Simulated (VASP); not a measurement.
# Ta2N (P-3m1) in VASP: further runs

Aim: see how the results for Ta2N move with the level of theory and the settings. Levels: PBEsol, PBE. Tasks: single point.

Everything below comes from runs of VASP 6.6.1. Logs are shortened: lines on timing, memory, paths and dates and some standing lists are left out, and cuts for length are marked.

### 1 The cell of the first run

The structure is trigonal, space group P-3m1 (No. 164). The conventional cell has a = 3.113 Å, b = 3.113 Å, c = 4.870 Å, α = 90.00°, β = 90.00°, γ = 120.00°. Within 3.2 Å of Ta (site symmetry 3m) lie 3 N at 2.18 Å and 12 Ta at 2.99 to 3.11 Å. Within 2.9 Å of N (site symmetry -3m) lie 6 Ta at 2.18 Å.

### 2 Single point, PBEsol, non-collinear spin, zero start, spin-orbit coupling

Input file INCAR:

```
ALGO     = Normal         # electronic algorithm
EDIFF    = 1E-7           # SCF threshold, eV
ENCUT    = 520            # plane-wave cutoff, eV
GGA      = PS             # functional
GGA_COMPAT= F            
ISIF     = 2              # what is computed and relaxed
ISMEAR   = -1             # smearing method
LASPH    = T              # aspherical terms in the spheres
LCHARG   = F              # write CHGCAR
LMAXMIX  = 4              # l up to which the mixer works
LORBIT   = 11             # projections on sites
LORBMOM  = T            
LREAL    = F              # projectors in reciprocal space
LSORBIT  = T              # spin-orbit coupling
LWAVE    = F              # write WAVECAR
MAGMOM   = 0 0 0 0 0 0 0 0 0 # initial moments
NBANDS   = 40             # bands
NELM     = 150            # most SCF steps
PREC     = Accurate       # precision mode
SIGMA    = 0.05           # smearing width, eV
```

Input file KPOINTS:

```
k-points
0
Gamma
  10 10 6
```

Input file POSCAR:

```
Ta2N
1.0
    3.1128615060      0.0000000000      0.0000000000
   -1.5564307530      2.6958171426      0.0000000000
    0.0000000000      0.0000000000      4.8698410000
Ta N
2 1
Direct
    0.3333333333      0.6666666667      0.2547110000
    0.6666666667      0.3333333333      0.7452890000
    0.0000000000      0.0000000000      0.0000000000
```

Potentials or basis: VASP PAW PBE potentials, release 64 (Ta_pv, N).

Started as:

```console
cat potpaw_PBE.64/Ta_pv/POTCAR potpaw_PBE.64/N/POTCAR > POTCAR
mpirun -np 1 vasp_ncl > vasp.out
```

OUTCAR:

```text
EDIFF = 1E-7
   ENCUT = 520
   GGA = PS
   ISIF = 2
   ISMEAR = -1
   LASPH = T
   LORBIT = 11
   LREAL = F
   LSORBIT = T
   NELM = 150
   PREC = Accurate

 ion  position               nearest neighbor table
   1  0.333  0.667  0.255-   3 2.18   3 2.18   3 2.18   2 2.99   2 2.99   2 2.99   2 3.06   2 3.06
                             2 3.06
   2  0.667  0.333  0.745-   3 2.18   3 2.18   3 2.18   1 2.99   1 2.99   1 2.99   1 3.06   1 3.06
                             1 3.06
   3  0.000  0.000  0.000-   1 2.18   2 2.18   1 2.18   2 2.18   2 2.18   1 2.18

  LATTYP: Found a hexagonal cell.
 ALAT       =     3.1128615060
 C/A-ratio  =     1.5644258476

  Lattice vectors:

 A1 = (   3.1128615060,   0.0000000000,   0.0000000000)
 A2 = (  -1.5564307530,   2.6958171426,   0.0000000000)
 A3 = (   0.0000000000,   0.0000000000,   4.8698410000)

Analysis of symmetry for initial positions (statically):
=====================================================================
 Subroutine PRICEL returns:
 Original cell was already a primitive cell.

 Routine SETGRP: Setting up the symmetry group for a
 hexagonal supercell.

 Subroutine GETGRP returns: Found 12 space group operations
 (whereof 12 operations were pure point group operations)
 out of a pool of 24 trial point group operations.

The static configuration has the point symmetry D_3d.

Analysis of symmetry for dynamics (positions and initial velocities):
=====================================================================
 Subroutine PRICEL returns:
 Original cell was already a primitive cell.

 Routine SETGRP: Setting up the symmetry group for a
 hexagonal supercell.

 Subroutine GETGRP returns: Found 12 space group operations
 (whereof 12 operations were pure point group operations)
 out of a pool of 24 trial point group operations.

The dynamic configuration has the point symmetry D_3d.

Analysis of structural, dynamic, and magnetic symmetry:
=====================================================================
 Subroutine PRICEL returns:
 Original cell was already a primitive cell.

 Routine SETGRP: Setting up the symmetry group for a
 hexagonal supercell.

 Subroutine GETGRP returns: Found 12 space group operations
 (whereof 12 operations were pure point group operations)
 out of a pool of 24 trial point group operations.

The overall configuration has the point symmetry D_3d.

 Subroutine INISYM returns: Found 12 space group operations
 (whereof 12 operations are pure point group operations),
 and found     1 'primitive' translations

----------------------------------------------------------------------------------------

                                     Primitive cell

  volume of cell :      40.8663

  direct lattice vectors                    reciprocal lattice vectors
     3.112861506  0.000000000  0.000000000     0.321247829  0.185472520  0.000000000
    -1.556430753  2.695817143  0.000000000     0.000000000  0.370945041  0.000000000
     0.000000000  0.000000000  4.869841000     0.000000000  0.000000000  0.205345513

  length of vectors
     3.112861506  3.112861506  4.869841000     0.370945041  0.370945041  0.205345513

  position of ions in fractional coordinates (direct lattice)
     0.333333333  0.666666667  0.254711000
     0.666666667  0.333333333  0.745289000
     0.000000000  0.000000000  0.000000000

  ion indices of the primitive-cell ions
   primitive index   ion index
                 1           1
                 2           2
                 3           3

----------------------------------------------------------------------------------------

 KPOINTS: k-points

Automatic generation of k-mesh.
 Grid dimensions read from file:
 generate k-points for:   10   10    6

 Generating k-lattice:

  Cartesian coordinates                     Fractional coordinates (reciprocal lattice)
     0.032124783  0.018547252  0.000000000     0.100000000  0.000000000  0.000000000
     0.000000000  0.037094504  0.000000000     0.000000000  0.100000000  0.000000000
     0.000000000  0.000000000  0.034224252     0.000000000  0.000000000  0.166666667

  Length of vectors
     0.037094504  0.037094504  0.034224252

  Shift w.r.t. Gamma in fractional coordinates (k-lattice)
     0.000000000  0.000000000  0.000000000
[... 98 lines left out ...]
  ext. energy  EPLUGINS =         0.00000000
  ---------------------------------------------------
  free energy    TOTEN  =       -37.84622663 eV

  energy without entropy =      -37.83350750  energy(sigma->0) =      -37.83986706

 E-fermi :   7.2787     XC(G=0): -12.9762

 val. band max:        7.2740220651   @ k =   0.0000   0.0000   0.0000
 cond. band min:       7.2845089414   @ k =   0.0000   0.3000   0.1667
 fundamental gap:      0.0104868763
 Fermi energy:         7.2786744467

 k-point     1 :       0.0000    0.0000    0.0000
  band No.  band energies     occupation
      1     -33.1243      1.00000
      2     -33.1243      1.00000
      3     -32.8707      1.00000
      4     -32.8707      1.00000
      5     -25.7436      1.00000
      6     -25.7436      1.00000
[... 997 lines left out ...]
     38      11.8620      0.00000
     39      12.6952      0.00000

 [... further k-points ...]

 [bands above 39 left out]

------------------------ aborting loop because EDIFF is reached ----------------------------------------

  FORCE on cell =-STRESS in cart. coord.  units (eV):
  Direction    XX          YY          ZZ          XY          YZ          ZX
  --------------------------------------------------------------------------------------
  -------------------------------------------------------------------------------------
  Total       -2.1785995     -2.1785995     -2.0303978      0.0000000      0.0000000      0.0000000
  in kB      -85.4128024    -85.4128024    -79.6025005      0.0000000      0.0000000      0.0000000
  external PRESSURE =     -83.4760351 kB  Pullay stress =       0.0000000 kB

 VOLUME and BASIS-vectors are now :
 -----------------------------------------------------------------------------
  energy-cutoff  :      520.00
  volume of cell :       40.87
      direct lattice vectors                 reciprocal lattice vectors
     3.112861506  0.000000000  0.000000000     0.321247829  0.185472520  0.000000000
    -1.556430753  2.695817143  0.000000000     0.000000000  0.370945041  0.000000000
     0.000000000  0.000000000  4.869841000     0.000000000  0.000000000  0.205345513

 POSITION                                       TOTAL-FORCE (eV/Angst)
 -----------------------------------------------------------------------------------
     -0.00000      1.79721      1.24040         0.000000     -0.000000     -0.255579
      1.55643      0.89861      3.62944        -0.000000      0.000000      0.255579
      0.00000      0.00000      0.00000         0.000000      0.000000      0.000000
 -----------------------------------------------------------------------------------
    total drift:                               -0.000000      0.000000      0.000000

  FREE ENERGIE OF THE ION-ELECTRON SYSTEM (eV)
  ---------------------------------------------------
  free  energy   TOTEN  =       -37.8462266262 eV

  energy  without entropy=      -37.8335075026  energy(sigma->0) =      -37.83986706

 orbital moment (x)

 # of ion     p       d       tot
 ----------------------------------------
  1         0.000  -0.000  -0.000
  2         0.000  -0.000  -0.000
  3        -0.000   0.000  -0.000
 ----------------------------------------
            0.000  -0.000  -0.000

 orbital moment (y)

 # of ion     p       d       tot
 ----------------------------------------
  1        -0.000   0.000   0.000
  2         0.000   0.000   0.000
  3        -0.000   0.000  -0.000
 ----------------------------------------
           -0.000   0.000   0.000

 orbital moment (z)

 # of ion     p       d       tot
 ----------------------------------------
  1         0.000   0.000   0.000
  2         0.000   0.000   0.000
  3        -0.000   0.000  -0.000
 ----------------------------------------
            0.000   0.000   0.000

 Spin-Orbit-Coupling matrix elements

 Ion:    1  E_soc:     -1.3703479
 l=   1
     0.0000000    -0.2078213    -0.2082320
    -0.2078213     0.0000000    -0.2078213
    -0.2082320    -0.2078213     0.0000000
 l=   2
     0.0000000    -0.0038487     0.0000000    -0.0038487    -0.0158452
    -0.0038487     0.0000000    -0.0129158    -0.0042279    -0.0038487
     0.0000000    -0.0129158     0.0000000    -0.0129158     0.0000000
    -0.0038487    -0.0042279    -0.0129158     0.0000000    -0.0038487
    -0.0158452    -0.0038487     0.0000000    -0.0038487     0.0000000
 l=   3
     0.0000000     0.0000000     0.0000000     0.0000000     0.0000000     0.0000000     0.0000000
     0.0000000     0.0000000     0.0000000     0.0000000     0.0000000     0.0000000     0.0000000
     0.0000000     0.0000000     0.0000000     0.0000000     0.0000000     0.0000000     0.0000000
     0.0000000     0.0000000     0.0000000     0.0000000     0.0000000     0.0000000     0.0000000
[... 29 lines left out ...]
 l=   2
     0.0000000     0.0000000     0.0000000     0.0000000     0.0000000
     0.0000000     0.0000000     0.0000000     0.0000000     0.0000000
     0.0000000     0.0000000     0.0000000     0.0000000     0.0000000
     0.0000000     0.0000000     0.0000000     0.0000000     0.0000000
     0.0000000     0.0000000     0.0000000     0.0000000     0.0000000
 l=   3
     0.0000000     0.0000000     0.0000000     0.0000000     0.0000000     0.0000000     0.0000000
     0.0000000     0.0000000     0.0000000     0.0000000     0.0000000     0.0000000     0.0000000
     0.0000000     0.0000000     0.0000000     0.0000000     0.0000000     0.0000000     0.0000000
     0.0000000     0.0000000     0.0000000     0.0000000     0.0000000     0.0000000     0.0000000
     0.0000000     0.0000000     0.0000000     0.0000000     0.0000000     0.0000000     0.0000000
     0.0000000     0.0000000     0.0000000     0.0000000     0.0000000     0.0000000     0.0000000
     0.0000000     0.0000000     0.0000000     0.0000000     0.0000000     0.0000000     0.0000000

 total charge

# of ion       s       p       d       tot
------------------------------------------
    1        0.311   6.220   2.361   8.892
    2        0.311   6.220   2.361   8.892
    3        1.236   2.487   0.000   3.724
--------------------------------------------------
tot          1.858  14.927   4.722  21.507

 magnetization (x)

# of ion       s       p       d       tot
------------------------------------------
    1        0.000  -0.000  -0.000  -0.000
    2        0.000  -0.000  -0.000  -0.000
    3        0.000   0.000   0.000   0.000
--------------------------------------------------
tot          0.000  -0.000  -0.000  -0.000

 magnetization (y)

# of ion       s       p       d       tot
------------------------------------------
    1        0.000   0.000   0.000   0.000
    2        0.000   0.000  -0.000  -0.000
    3        0.000   0.000   0.000   0.000
--------------------------------------------------
tot          0.000   0.000   0.000   0.000

 magnetization (z)

# of ion       s       p       d       tot
------------------------------------------
    1        0.000   0.000   0.000   0.000
    2        0.000   0.000   0.000   0.000
    3       -0.000   0.000   0.000  -0.000
--------------------------------------------------
tot         -0.000   0.000   0.000  -0.000
```

Wall time 97 s (1 thread of Intel Xeon 6975P-C (Granite Rapids), shared host); peak memory 0.34 GiB.

Results:

* Free energy: -37.8462 eV
* Pressure: -8.3 GPa
* Largest force: 0.256 eV/Å
* Net moment: 0.00 μB per cell
* Valence electrons inside the program's atomic spheres: Ta 8.89; N 3.72

Forces in eV/Å, atoms in the order of the input:
```
Ta   0.000  0.000 -0.256
Ta   0.000  0.000  0.256
N    0.000  0.000  0.000
```

Stress tensor (GPa, compression positive):
```
-8.54  0.00  0.00
 0.00 -8.54  0.00
 0.00  0.00 -7.96
```

Moments on the atoms (μB; x, y, z):
```
Ta  0.00 0.00 0.00
Ta  0.00 0.00 0.00
N   0.00 0.00 0.00
```

Caveat: the cell stands under tension; the PAW data sets were made with another functional, which shifts forces and pressure a little.

### 3 Single point, PBE (12.80 Å³/atom)

This run uses another cell than the first one, of 12.80 Å³/atom.

Input file INCAR:

```
SYSTEM = Ta2N
ALGO     = Normal         ! electronic algorithm
EDIFF    = 1E-7           ! SCF threshold, eV
ENCUT    = 520            ! plane-wave cutoff, eV
GGA      = PE             ! functional
ISIF     = 2              ! what is computed and relaxed
ISMEAR   = -1             ! smearing method
LASPH    = .True.         ! aspherical terms in the spheres
LCHARG   = .True.         ! write CHGCAR
LELF     = .True.         ! ELF
LREAL    = .False.        ! projectors in reciprocal space
LVHAR    = .True.       
LWAVE    = .False.        ! write WAVECAR
NBANDS   = 20             ! bands
NELM     = 80             ! most SCF steps
PREC     = Accurate       ! precision mode
SIGMA    = 0.05           ! smearing width, eV
```

Input file KPOINTS:

```
k-points
0
Gamma
  10 10 6
  0 0 0
```

Input file POSCAR:

```
Ta2N
1.0
    3.0493158896      0.0000000000      0.0000000000
   -1.5246579448      2.6407850245      0.0000000000
    0.0000000000      0.0000000000      4.7704285953
Ta N
2 1
Direct
    0.3333333333      0.6666666667      0.2547110000
    0.6666666667      0.3333333333      0.7452890000
    0.0000000000      0.0000000000      0.0000000000
```

Potentials or basis: VASP PAW PBE potentials, release 64 (Ta_pv, N).

Started as:

```console
cat potpaw_PBE.64/Ta_pv/POTCAR potpaw_PBE.64/N/POTCAR > POTCAR
mpirun -np 1 vasp_std > vasp.out
```

Wall time 37 s (1 thread of Intel Xeon 8259CL, shared host); peak memory 0.19 GiB.

It converged, with:

- Free energy: -34.2528 eV
- Pressure: 18.9 GPa
- Largest force: 0.418 eV/Å
- Band gap on the k mesh: zero (an odd number of electrons rules out a gap without spin polarisation)

Forces on the atoms (eV/Å):
```
Ta   0.000  0.000  0.418
Ta   0.000  0.000 -0.418
N    0.000  0.000  0.000
```

Stress tensor (GPa, compression positive):
```
18.32  0.00  0.00
 0.00 18.32  0.00
 0.00  0.00 19.99
```

Levels at points of the mesh, in eV from the Fermi level:
```csv
k point,band 11,band 12,band 13,band 14,band 15,band 16,band 17,band 18
"(0.00, 0.00, 0.00)",-4.93,-0.71,-0.25,-0.25,0.29,0.30,0.30,1.25
"(0.50, 0.00, 0.00)",-4.87,-2.69,-1.33,1.92,2.06,4.04,4.35,4.63
"(0.00, 0.00, 0.50)",-3.01,-2.67,-1.21,-1.21,1.92,2.26,2.49,2.49
"(0.50, 0.00, 0.50)",-3.48,-2.18,-2.12,-0.29,0.79,3.58,3.82,4.36
```

Caveat: the cell stands under pressure; spin-orbit coupling is left out, which moves the levels of the heavy elements.

[end of part 1 of 2]
